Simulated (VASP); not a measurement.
Here is a VASP 6.6.1 calculation.

The input INCAR:

```
SYSTEM = Si
PREC     = Accurate       ! precision mode
ENCUT    = 520            ! plane-wave cutoff, eV
EDIFF    = 1E-6           ! SCF threshold, eV
ISMEAR   = 0              ! smearing method
SIGMA    = 0.05           ! smearing width, eV
LREAL    = .FALSE.        ! projectors in reciprocal space
LASPH    = .TRUE.         ! aspherical terms in the spheres
NELM     = 60             ! most SCF steps
ALGO     = Normal         ! electronic algorithm
ISIF     = 2              ! what is computed and relaxed
LWAVE    = .FALSE.        ! write WAVECAR
LCHARG   = .FALSE.        ! write CHGCAR
GGA      = PE             ! functional
NBANDS   = 11             ! bands
```

Contents of KPOINTS:

```
regular mesh
0
G
  8 8 8
  0 0 0
```

POSCAR

```
Si
1.0
    0.0000000000      2.7348812168      2.7348812168
    2.7348812168      0.0000000000      2.7348812168
    2.7348812168      2.7348812168      0.0000000000
Si
2
Direct
    0.5109693978      0.4890306022      0.4890306022
    0.7390306022      0.7609693978      0.7609693978
```

Potentials or basis: VASP PAW PBE potentials, release 64 (Si).

Command:

```console
$ cat potpaw_PBE.64/Si/POTCAR > POTCAR
$ mpirun -np 1 vasp_std > vasp.out
```

Question: What does it give for the pressure?

Answer: 0.4 GPa.

Question: What does it give for the largest force?

Answer: 1.517 eV/Å.

Question: What does it give for the band gap on the k mesh?

Answer: Zero (band 4 reaches 6.18 eV, above the bottom of band 5 at 6.07 eV).

Stress tensor (GPa, compression positive):
```
-0.21  0.00  0.00
 0.00  0.71 -4.35
 0.00 -4.35  0.71
```

Caveat: the cell differs from its parent crystal (mode 4 frozen in at -0.060 Å and mode 5 at +0.000 Å (largest displacements)); forces of over 1 eV/Å act on the atoms, so gaps and moduli don't describe the material at rest.
